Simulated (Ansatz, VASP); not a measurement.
## TaN: VASP beside Ansatz

```
Ta N
1.0
     5.20509    0.00000    0.00000
    -2.60254    4.50774    0.00000
     0.00000    0.00000    2.90359
Ta N
3 3
Direct
  0.00000 0.00000 0.00000
  0.33333 0.66667 0.50000
  0.66667 0.33333 0.50000
  0.50000 0.00000 0.00000
  0.50000 0.50000 0.00000
  0.00000 0.50000 0.00000
```

Alike in both runs: task single point; functional PBEsol; k mesh 6 × 6 × 12; occupations gaussian, width 0.15 eV; no spin polarisation.

|  | VASP | Ansatz |
| --- | --- | --- |
| version | VASP 6.6.1 | Ansatz 0.2.0 |
| potentials or method | VASP PAW PBE potentials, release 64 (Ta_pv, N), cutoff 520 eV | scalar-relativistic, plane waves, PAW |
| valence electrons in the cell | 48 | 54 |

```tsv
	VASP	Ansatz	Ansatz less VASP
gap on the k mesh at the Fermi level (eV)	none	none	-
pressure (GPa)	1.0	0.0	-0.92
traceless stress, the component that is largest in VASP (GPa)	0.37	0.14	-0.231
```

VASP's potentials were made for PBE, not for PBEsol. A gap of «none» marks a metal or a gap that the smearing closes. VASP's potentials hold 48 valence electrons a cell and Ansatz's 54, so a difference there can come from the potentials and not from the codes.

Spin-orbit coupling is off throughout.
